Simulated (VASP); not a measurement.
Here is a VASP 6.6.1 calculation.

The input INCAR:

```
SYSTEM = BaSc2Nb2
  PREC = Accurate
  ENCUT = 520
  EDIFF = 1E-6
  ISMEAR = 0
  SIGMA = 0.1
  LREAL = .False.
  LASPH = .True.
  NELM = 80
  ALGO = Fast
  ISIF = 2
  LWAVE = .False.
  LCHARG = .False.
  GGA = PE
  NBANDS = 37
```

KPOINTS

```
regular mesh
0
Gamma
  6 6 6
  0 0 0
```

Contents of POSCAR:

```
BaSc2Nb2
1.0
   -2.4857080090      2.4857080090      5.6858846986
    2.4857080090     -2.4857080090      5.6858846986
    2.4857080090      2.4857080090     -5.6858846986
Ba Sc Nb
1 2 2
Direct
    0.0000000000      0.0000000000      0.0000000000
    0.2500000000      0.7500000000      0.5000000000
    0.7500000000      0.2500000000      0.5000000000
    0.5979872494      0.5979872494      0.0000000000
    0.4020127506      0.4020127506      0.0000000000
```

Potentials or basis: VASP PAW PBE potentials, release 64 (Ba_sv, Sc_sv, Nb_sv).

Launch:

```console
$ cat potpaw_PBE.64/Ba_sv/POTCAR potpaw_PBE.64/Sc_sv/POTCAR potpaw_PBE.64/Nb_sv/POTCAR > POTCAR
$ mpirun -np 1 vasp_std > vasp.out
```

Q: Estimate the largest force.

A: 0.004 eV/Å.

Q: What does it give for the band gap on the k mesh?

A: Zero (bands 29 and 30 overlap by 0.36 eV).

Q: Predict the pressure.

A: 0.4 GPa.

Stress tensor (GPa, compression positive):
```
0.54 0.00 0.00
0.00 0.54 0.00
0.00 0.00 0.20
```

Caveat: spin-orbit coupling is left out, which moves the levels of the heavy elements.
